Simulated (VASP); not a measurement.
A run of VASP 6.6.1 is set up as follows.

The input INCAR:

```
AGGAC = 1.0
AGGAX = 1.0
ALDAC = 0.0
ALDAX = 1.0
ALGO = Normal
EDIFF = 1E-6
ENCUT = 520
GGA = B5
ISIF = 2
ISMEAR = -1
IVDW = 13
LASPH = T
LCHARG = F
LREAL = F
LWAVE = F
NBANDS = 16
NELM = 100
PREC = Accurate
SIGMA = 0.05
VDW_A1 = 0.44488865
VDW_A2 = 4.0933009
VDW_S6 = 1.0
VDW_S8 = 2.34076671
```

KPOINTS

```
k-points
0
Gamma
  8 8 8
```

Contents of POSCAR:

```
CdSe
1.0
    0.0000000000      3.0743334638      3.0743334638
    3.0743334638      0.0000000000      3.0743334638
    3.0743334638      3.0743334638      0.0000000000
Cd Se
1 1
Direct
    0.0000000000      0.0000000000      0.0000000000
    0.2500000000      0.2500000000      0.2500000000
```

Potentials or basis: VASP PAW PBE potentials, release 64 (Cd, Se).

Run with:

```bash
$ cat potpaw_PBE.64/Cd/POTCAR potpaw_PBE.64/Se/POTCAR > POTCAR
$ mpirun -np 1 vasp_std > vasp.out
```

Question: What does it give for the band gap on the k mesh?

Answer: 0.49 eV, direct.

Question: What does it give for the dispersion energy per atom?

Answer: -0.583 eV.

 As with any semilocal functional, this BLYP gap is likely too small.
